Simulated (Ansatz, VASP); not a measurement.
## Sr in VASP and in Ansatz

```
CELL_PARAMETERS angstrom
0.00000 2.95792 2.95792
2.95792 0.00000 2.95792
2.95792 2.95792 0.00000
ATOMIC_POSITIONS crystal
Sr 0.00000 0.00000 0.00000
```

Alike in both runs: functional PBEsol; k mesh 10 × 10 × 10; occupations gaussian, width 0.01 eV; no spin polarisation.

Ansatz relaxed the structure, and its values are those at the end. VASP's run is a single point on that final structure, the one shown.

```csv
,VASP,Ansatz
version,VASP 6.6.1,Ansatz 0.2.0
potentials or method,"VASP PAW PBE potentials, release 64 (Sr_sv), cutoff 520 eV","scalar-relativistic, plane waves, PAW"
valence electrons in the cell,10,10
```

|  | VASP | Ansatz | Ansatz less VASP |
| --- | --- | --- | --- |
| gap on the k mesh at the Fermi level (eV) | none | none | - |
| pressure (GPa) | 0.0 | 0.0 | -0.01 |

VASP's potentials were made for PBE, not for PBEsol. A gap of «none» marks a metal or a gap that the smearing closes.
